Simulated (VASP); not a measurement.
Set up this calculation in VASP 6.6.1, as the native input.

| Quantity | Value |
| --- | --- |
| Task | single point |
| Functional | PBE |
| Potentials or basis | VASP PAW PBE potentials, release 64 (Cs_sv, Re_sv_GW) |
| Cutoff | 560 eV |
| k mesh | 6 × 6 × 4 |
| Occupations | gaussian, width 0.025 eV |
| Spin | no spin polarisation |
| Dipole correction | no |
| Further INCAR settings | ALGO = Normal; EDIFF = 1e-06; NBANDS = 19 |

The structure of CsRe lies in POSCAR:

```
CsRe
1.0
    3.6893539700      0.0000000000      0.0000000000
   -1.8446769800      3.1950742600      0.0000000000
    0.0000000000      0.0000000000      5.6314427200
Cs Re
1 1
Direct
    0.0028220000      0.0177320000      0.4944620000
    0.0100150000      0.0159480000      0.0002110000
```

The input as run:

INCAR

```
PREC = Accurate
ENCUT = 560
EDIFF = 1E-6
ISMEAR = 0
SIGMA = 0.025
LREAL = False
LASPH = True
NELM = 120
ALGO = Normal
ISIF = 2
LWAVE = False
LCHARG = False
GGA = PE
NBANDS = 19
GGA_COMPAT = False
```

KPOINTS

```
regular mesh
0
Gamma
  6 6 4
```

Potentials or basis: VASP PAW PBE potentials, release 64 (Cs_sv, Re_sv_GW).

Run with:

```console
$ cat potpaw_PBE.64/Cs_sv/POTCAR potpaw_PBE.64/Re_sv_GW/POTCAR > POTCAR
$ mpirun -np 1 vasp_std > vasp.out
```

It gave:

```json
{"Pressure": "-7.5 GPa", "Largest force": "0.283 eV/Å", "Band gap on the k mesh": "zero (bands 12 and 13 overlap by 0.83 eV)"}
```

Caveat: the stress differs along the axes, from -13 to 4 GPa; spin-orbit coupling is left out, which moves the levels of the heavy elements.

Wall time 86 s on 1 thread of AMD EPYC 7R43 64-Core Processor (Zen 3), with other jobs on the host, peak memory 0.23 GiB.
